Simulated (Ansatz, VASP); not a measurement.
# One calculation of HfN, two programs

```
Hf N
1.0
     0.00000    2.48713    2.48713
     2.48713    0.00000    2.48713
     2.48713    2.48713    0.00000
Hf N
1 1
Direct
  0.00000 0.00000 0.00000
  0.25000 0.25000 0.25000
```

Alike in both runs: task single point; functional PBE0; k mesh 6 × 6 × 6; occupations fermi-dirac, width 0.05 eV; no spin polarisation.

|  | VASP | Ansatz |
| --- | --- | --- |
| version | VASP 6.6.1 | Ansatz 0.2.0 |
| potentials or method | VASP PAW PBE potentials, release 64 (Hf_pv, N) | Ansatz PAW |
| plane-wave cutoff (eV) | 520 | 420 |
| valence electrons in the cell | 15 | 31 |

```tsv
	VASP	Ansatz	Ansatz less VASP
gap on the k mesh at the Fermi level (eV)	none	none	-
pressure (GPa)	-11.8	-9.2	+2.58
```

A gap of «none» marks a metal or a gap that the smearing closes. VASP's potentials hold 15 valence electrons a cell and Ansatz's 31, so a difference there can come from the potentials and not from the codes.

The k mesh is coarse, so the values compare programs but aren't converged. Spin-orbit coupling is off throughout.
